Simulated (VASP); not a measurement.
## AlPt: electric field gradients with LDA

AlPt:

```xyz
2
Lattice="2.5330 0.0000 0.0000 0.0000 2.5330 0.0000 0.0000 0.0000 2.5330" Properties=species:S:1:pos:R:3 pbc="T T T"
Al    0.0000    0.0000    0.0000
Pt    1.2665    1.2665    1.2665
```

```yaml
Program: VASP 6.6.1
Task: electric field gradients
Functional: LDA
Potentials_or_basis: VASP PAW LDA potentials, release 64 (Al, Pt)
Cutoff: 400 eV
k_mesh: 12 × 12 × 12
Occupations: fermi-dirac, width 0.01 eV
Spin: no spin polarisation
Dipole_correction: no
Further_INCAR_settings: ALGO = Normal; EDIFF = 1e-08; NBANDS = 14
```

* Pressure: 411.9 GPa

Levels at points of the mesh, in eV from the Fermi level:
| k point | band 5 | band 6 | band 7 | band 8 | band 9 | band 10 |
| --- | --- | --- | --- | --- | --- | --- |
| (0.00, 0.00, 0.00) | -5.43 | -5.43 | 4.26 | 4.26 | 4.26 | 10.15 |
| (0.50, 0.00, 0.00) | -8.78 | -4.82 | -0.92 | 2.11 | 8.72 | 8.72 |
| (0.50, 0.50, 0.00) | -6.27 | -6.27 | -2.26 | 2.70 | 8.81 | 10.61 |
| (0.50, 0.50, 0.50) | -2.01 | 0.51 | 0.51 | 0.51 | 1.79 | 10.69 |

Run time: 7.2 s on 1 thread of Intel(R) Xeon(R) 6975P-C (Granite Rapids), on a shared host, peak memory 0.12 GiB.

Caveat: without QUAD_EFG the Cq values of the log hold for a quadrupole moment of 1 mb, not for the nuclei; spin-orbit coupling is left out, which moves the levels of the heavy elements.
